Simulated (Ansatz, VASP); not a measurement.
Two plane-wave programs on Pt

```
Pt
1.0
     2.70829    0.00000    0.00000
    -1.35415    2.34545    0.00000
     0.00000    0.00000    9.35302
Pt
4
Direct
  0.64044 0.30008 0.37500
  0.64044 0.30008 0.87500
  0.35956 0.69992 0.12500
  0.35956 0.69992 0.62500
```

Change from the starting cell: mode 1 frozen in at -0.026 Å and mode 2 at -0.078 Å (largest displacements).

Alike in both runs: task single point; functional LDA; k mesh 18 × 18 × 6; occupations gaussian, width 0.15 eV; no spin polarisation.

|  | VASP | Ansatz |
| --- | --- | --- |
| version | VASP 6.6.1 | Ansatz 0.2.0 |
| potentials or method | VASP PAW LDA potentials, release 64 (Pt), cutoff 520 eV | scalar-relativistic, plane waves, PAW |
| valence electrons in the cell | 40 | 72 |

|  | VASP | Ansatz | Ansatz less VASP |
| --- | --- | --- | --- |
| gap on the k mesh at the Fermi level (eV) | none | none | - |
| pressure (GPa) | 1.2 | 0.4 | -0.81 |
| traceless stress, the component that is largest in VASP (GPa) | -1.09 | -1.18 | -0.090 |
| rms of the force components (eV/Å) | 0.053 | 0.052 | -0.0015 |

Ansatz warns that its potentials were made for another functional, while VASP's fit it. LDA's correlation is that of Perdew and Zunger in VASP and of Perdew and Wang (1992) in Ansatz. Atom by atom the forces differ by 0.003 eV/Å (rms over components). A gap of «none» marks a metal or a gap that the smearing closes. VASP's potentials hold 40 valence electrons a cell and Ansatz's 72, so a difference there can come from the potentials and not from the codes.

Spin-orbit coupling is off throughout.
